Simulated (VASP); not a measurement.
Set up this calculation in VASP 6.6.1, as the native input.

| Quantity | Value |
| --- | --- |
| Task | single point |
| Functional | revPBE |
| Dispersion | D4 |
| Potentials or basis | VASP PAW PBE potentials, release 64 (In_d, As) |
| Cutoff | 520 eV |
| k mesh | 8 × 8 × 8 |
| Occupations | fermi-dirac, width 0.05 eV |
| Spin | no spin polarisation |
| Dipole correction | no |
| Further INCAR settings | ALGO = Normal; EDIFF = 1e-06; NBANDS = 16 |

The structure of InAs lies in POSCAR:

```
InAs
1.0
    0.0000000000      2.8290578381      2.8290578381
    2.8290578381      0.0000000000      2.8290578381
    2.8290578381      2.8290578381      0.0000000000
In As
1 1
Direct
    0.5000000000      0.5000000000      0.5000000000
    0.0000000000      0.0000000000      0.0000000000
```

The input as run:

INCAR

```
SYSTEM = InAs
PREC = Accurate ; ENCUT = 520
EDIFF = 1E-6 ; ISMEAR = -1
SIGMA = 0.05 ; LREAL = .False.
LASPH = .True. ; NELM = 60
ALGO = Normal ; ISIF = 2
LWAVE = .False. ; LCHARG = .True.
GGA = RE ; IVDW = 13
LELF = .True. ; LVHAR = .True.
NBANDS = 16
```

KPOINTS

```
Automatic mesh
0
Gamma
  8 8 8
  0 0 0
```

Potentials or basis: VASP PAW PBE potentials, release 64 (In_d, As).

Launch:

```bash
$ cat potpaw_PBE.64/In_d/POTCAR potpaw_PBE.64/As/POTCAR > POTCAR
$ mpirun -np 1 vasp_std > vasp.out
```

Results of the run:

- Pressure: 0.0 GPa
- Band gap on the k mesh: zero (bands 9 and 10 overlap by 2.75 eV)
- Dispersion energy per atom: -0.668 eV

Caveat: the PAW data sets were made with another functional, which shifts forces and pressure a little; spin-orbit coupling is left out, which moves the levels of the heavy elements.

Run time: 24 s on 1 thread of Intel(R) Xeon(R) Platinum 8488C (Sapphire Rapids), with other jobs on the host, peak memory 0.18 GiB.
